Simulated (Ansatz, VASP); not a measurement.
**Two plane-wave programs on SbTePd**

```xyz
12
Lattice="6.6405 0.0000 0.0000 0.0000 6.6405 0.0000 0.0000 0.0000 6.6405" Properties=species:S:1:pos:R:3 pbc="T T T"
Sb    4.1638    4.1638    4.1638
Sb    5.7971    2.4768    0.8435
Sb    0.8435    5.7971    2.4768
Sb    2.4768    0.8435    5.7971
Te    2.4832    2.4832    2.4832
Te    0.8371    4.1573    5.8035
Te    5.8035    0.8371    4.1573
Te    4.1573    5.8035    0.8371
Pd    0.0255    0.0255    0.0255
Pd    3.2948    6.6151    3.3457
Pd    3.3457    3.2948    6.6151
Pd    6.6151    3.3457    3.2948
```

Alike in both runs: functional PBE; k mesh 6 × 6 × 6; occupations gaussian, width 0.1 eV; no spin polarisation.

Ansatz relaxed the structure, and its values are those at the end. VASP's run is a single point on that final structure, the one shown.

```csv
,VASP,Ansatz
version,VASP 6.6.1,Ansatz 0.2.0
potentials or method,"VASP PAW PBE potentials, release 64 (Sb, Te, Pd), cutoff 520 eV","scalar-relativistic, plane waves, PAW"
valence electrons in the cell,84,196
```

Ansatz gave:

| Quantity | Value |
| --- | --- |
| gap on the k mesh at the Fermi level (eV) | none |
| pressure (GPa) | 0.0 |
| rms of the force components (eV/Å) | 0.001 |

Problem. Which values does VASP return?

Solution. gap on the k mesh at the Fermi level (eV): none; pressure (GPa): -0.2; rms of the force components (eV/Å): 0.007.

A gap of «none» marks a metal or a gap that the smearing closes. The functional is the same, so the differences come from potentials, cutoffs and numerics. VASP's potentials hold 84 valence electrons a cell and Ansatz's 196, so a difference there can come from the potentials and not from the codes.

Neither program's run includes spin-orbit coupling.
